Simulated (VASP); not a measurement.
BaTiO3, 5 atoms in the cell. Symmetry: R3m, No. 160, trigonal system. Conventional cell: a = 5.655 Å, b = 5.655 Å, c = 6.955 Å, α = 90.00°, β = 90.00°, γ = 120.00°. Within 3.7 Å of Ba (site symmetry 3m) lie 12 O at 2.79 to 2.89 Å and 8 Ti at 3.37 to 3.59 Å. Within 2.5 Å of Ti (site symmetry 3m) lie 6 O at 1.87 to 2.14 Å. Within 2.5 Å of O (site symmetry m) lie 2 Ti at 1.87 to 2.14 Å. 

| Item | Value |
| --- | --- |
| Program | VASP 6.6.1 |
| Task | relaxation of cell and atoms |
| Functional | r2SCAN |
| Potentials or basis | VASP PAW PBE potentials, release 64 (Ba_sv, Ti_sv, O) |
| Cutoff | 600 eV |
| k mesh | 7 × 7 × 7 |
| Occupations | fermi-dirac, width 0.05 eV |
| Spin | no spin polarisation |
| Dipole correction | no |
| Further INCAR settings | ALGO = Normal; EDIFF = 1e-07; IBRION = 2; EDIFFG = -0.01; NSW = 60; ISIF = 3 |

Potentials or basis: VASP PAW PBE potentials, release 64 (Ba_sv, Ti_sv, O).

The run is started by

```sh
$ cat potpaw_PBE.64/Ba_sv/POTCAR potpaw_PBE.64/Ti_sv/POTCAR potpaw_PBE.64/O/POTCAR > POTCAR
$ cp INCAR.step1 INCAR
$ mpirun -np 1 vasp_std > vasp.out
$ cp INCAR.step2 INCAR
$ mpirun -np 1 vasp_std > vasp.out
```

Hardware: 1 thread of Intel(R) Xeon(R) 6975P-C (Granite Rapids), on a shared host.

Problem. How long does it take, and how much memory?

Solution. It took 11 min on 1 thread of Intel(R) Xeon(R) 6975P-C (Granite Rapids), on a shared host, peak memory 0.26 GiB. Counts: k points 44, ion steps 11.
